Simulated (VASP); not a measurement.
A run of VASP 6.6.1 is set up as follows.

The input INCAR:

```
SYSTEM = Si8C7
PREC = Accurate
ENCUT = 520
EDIFF = 1E-6
ISMEAR = 0
SIGMA = 0.05
LREAL = Auto
LASPH = .True.
NELM = 100
ALGO = Normal
ISIF = 2
LWAVE = .False.
LCHARG = .False.
GGA = PS
NBANDS = 43
NELECT = 56.0
```

File KPOINTS:

```
Automatic mesh
0
Gamma
  6 6 6
  0 0 0
```

POSCAR

```
Si8C7
1.0
    4.3568001662      0.0000000000     -4.3568001662
    0.0000000000      4.3568001662     -4.3568001662
    4.3568001662      4.3568001662      0.0000000000
Si C
8 7
Direct
    0.5000000000      0.0000000000      0.0000000000
    0.5000000000      0.0000000000      0.5000000000
    0.5000000000      0.5000000000      0.0000000000
    0.5000000000      0.5000000000      0.5000000000
    1.0000000000      0.0000000000      0.0000000000
    1.0000000000      0.0000000000      0.5000000000
    1.0000000000      0.5000000000      0.0000000000
    1.0000000000      0.5000000000      0.5000000000
    0.0844251082      0.1655748918      0.5000000000
    0.1250000000      0.6250000000      0.1250000000
    0.1250000000      0.6250000000      0.6250000000
    0.6250000000      0.1250000000      0.1250000000
    0.6250000000      0.1250000000      0.6250000000
    0.6250000000      0.6250000000      0.1250000000
    0.6250000000      0.6250000000      0.6250000000
```

Potentials or basis: VASP PAW PBE potentials, release 64 (Si, C).

Command:

```sh
$ cat potpaw_PBE.64/Si/POTCAR potpaw_PBE.64/C/POTCAR > POTCAR
$ mpirun -np 1 vasp_std > vasp.out
```

**Question.** Estimate the largest force.

**Answer.** 30.784 eV/Å.

Forces in eV/Å, atoms in the order of the input:
```
Si    0.828  -1.346  -0.949
Si   -0.544  -0.581   0.110
Si    0.062   0.084   0.118
Si    0.056  -0.109   0.047
Si   -0.545  -0.498   0.978
Si   -7.045 -14.609  24.264
Si   -1.223   0.956  -0.911
Si   -0.861  -0.003  -0.337
C    11.387  15.916 -23.762
C    -0.302  -0.325  -1.159
C     0.227  -0.938   0.472
C    -0.334   0.261  -0.441
C    -1.344   0.623   1.040
C     0.119   0.034   0.350
C    -0.480   0.533   0.180
```

Caveat: the cell carries a net charge on a neutralising background, which shifts energy and pressure; the cell differs from its parent crystal (atoms taken out, atom 9 moved 0.250 of the way to it and -0.250 Å across, host rigid); the PAW data sets were made with another functional, which shifts forces and pressure a little.
